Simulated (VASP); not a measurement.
BaTiO3: single point with LDA

The system is BaTiO3.

```xyz
15
Lattice="2.7879 -1.6096 -2.2805 0.0000 3.2192 -2.2805 9.4251 5.4416 7.7065" Properties=species:S:1:pos:R:3 pbc="T T T"
Ba   10.4663    6.0427    1.7234
Ba    4.8904    2.8235   -2.8376
Ba    7.6783    4.4331   -0.5571
Ti    2.1025    1.2139   -1.6370
Ti    4.8904    2.8235    0.6435
Ti    7.6783    4.4331    2.9240
O     2.1025   -0.3820   -0.6317
O     4.8904    1.2276    1.6488
O     7.6783    2.8372    3.9293
O     0.7204    2.0118   -0.6317
O     3.5083    3.6214    1.6488
O     6.2963    5.2310    3.9293
O     3.4846    2.0118   -0.6317
O     6.2725    3.6214    1.6488
O     9.0604    5.2310    3.9293
```

This cell differs from its parent crystal: the distance across one plane changed.

- Program: VASP 6.6.1
- Task: single point
- Functional: LDA
- Potentials or basis: VASP PAW LDA potentials, release 64 (Ba_sv, Ti_sv, O)
- Cutoff: 600 eV
- k mesh: 7 × 7 × 3
- Occupations: gaussian, width 0.05 eV
- Spin: no spin polarisation
- Dipole correction: no
- Further INCAR settings: ALGO = Normal; EDIFF = 1e-06; NBANDS = 73

```json
{"Pressure": "-2.4 GPa", "Largest force": "1.669 eV/Å", "Band gap on the k mesh": "1.43 eV (least direct gap 2.13 eV)"}
```

Forces on the atoms (eV/Å):
```
Ba   0.388  0.224  0.333
Ba  -0.488 -0.282 -0.439
Ba  -0.090 -0.052 -0.106
Ti   1.125  0.649  1.047
Ti   0.079  0.046 -0.017
Ti   0.639  0.369  0.239
O   -0.452 -0.202 -0.498
O    0.039 -0.017  0.077
O    0.121 -0.080  0.195
O   -0.401 -0.290 -0.498
O    0.005  0.042  0.077
O   -0.008  0.145  0.195
O   -0.549 -0.317 -0.289
O   -0.099 -0.057 -0.066
O   -0.309 -0.179 -0.252
```

Stress tensor (GPa, compression positive):
```
-2.70 -0.38 -0.29
-0.38 -2.26 -0.17
-0.29 -0.17 -2.13
```

Levels at points of the mesh, in eV from the valence-band top:
```
           k point  band 57  band 58  band 59  band 60  band 61  band 62  band 63  band 64
(0.00, 0.00, 0.00)    -1.16    -1.12    -0.82    -0.69     1.43     1.52     1.64     1.64
```

Run time: 13 min on 1 thread of Intel(R) Xeon(R) Platinum 8488C (Sapphire Rapids) (shared host), peak memory 0.69 GiB.

Caveat: the cell differs from its parent crystal (the distance across one plane changed); spin-orbit coupling is left out, which moves the levels of the heavy elements; an odd mesh through Γ misses points on the zone boundary, where band edges can lie; forces of over 1 eV/Å act on the atoms, so gaps and moduli don't describe the material at rest.
